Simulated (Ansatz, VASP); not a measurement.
# Two plane-wave programs on CuO

File INCAR:

```
SYSTEM = CuO
  PREC = Accurate
  ENCUT = 520
  EDIFF = 1E-6
  ISMEAR = -1
  SIGMA = 0.05
  LREAL = .False.
  LASPH = .True.
  NELM = 80
  ALGO = Normal
  ISIF = 2
  LWAVE = .False.
  LCHARG = .False.
  GGA = B5
  ALDAX = 1.0
  AGGAX = 1.0
  AGGAC = 1.0
  ALDAC = 0.0
  NBANDS = 25
```

The input KPOINTS:

```
Automatic mesh
0
Gamma
  10 10 5
  0 0 0
```

POSCAR

```
CuO
1.0
    2.3601776944     -1.7247471694      0.0000000000
    2.3601776944      1.7247471694      0.0000000000
   -0.8662490821      0.0000000000      5.0929466782
Cu O
2 2
Direct
    0.0032000000      0.4968000000      0.0000000000
    0.4968000000      0.0032000000      0.5000000000
    0.5714000000      0.4056000000      0.2537000000
    0.4056000000      0.5714000000      0.7537000000
```

File input.yaml:

```yaml
crystal:
  lattice:
    - [2.3601776944, -1.7247471694, 0.0]
    - [2.3601776944, 1.7247471694, 0.0]
    - [-0.8662490821, 0.0, 5.0929466782]
  atoms:
    - { symbol: Cu, position: [0.0032, 0.4968, 0.0] }
    - { symbol: Cu, position: [0.4968, 0.0032, 0.5] }
    - { symbol: O, position: [0.5714, 0.4056, 0.2537] }
    - { symbol: O, position: [0.4056, 0.5714, 0.7537] }
hamiltonian:
  xc: blyp
  pseudopotentials: { kind: paw }
kpoints:
  mp_grid: { grid: [10, 10, 5] }
scf:
  occupations: { method: fermi_dirac, width: 0.05 }
output:
  forces: true
  stress: true
  eigenvalues: true
```

Alike in both runs: task single point; functional BLYP; k mesh 10 × 10 × 5; occupations fermi-dirac, width 0.05 eV; no spin polarisation.

```csv
,VASP,Ansatz
version,VASP 6.6.1,Ansatz 0.2.0
potentials or method,"VASP PAW PBE potentials, release 64 (Cu, O)",Ansatz PAW
plane-wave cutoff (eV),520,420
valence electrons in the cell,34,50
```

Ansatz gave:

* gap on the k mesh at the Fermi level (eV): none
* pressure (GPa): 8.6
* traceless stress, the component that is largest in VASP (GPa): -1.40
* rms of the force components (eV/Å): 0.417

Q: Which values does VASP return?

A: gap on the k mesh at the Fermi level (eV): none; pressure (GPa): 9.4; traceless stress, the component that is largest in VASP (GPa): -1.50; rms of the force components (eV/Å): 0.432.

VASP's potentials were made for PBE, not for BLYP. Atom by atom the forces differ by 0.029 eV/Å (rms over components). A gap of «none» marks a metal or a gap that the smearing closes. With one functional, cell and mesh, what is left measures potentials, basis and numerics. VASP's potentials hold 34 valence electrons a cell and Ansatz's 50, so a difference there can come from the potentials and not from the codes.
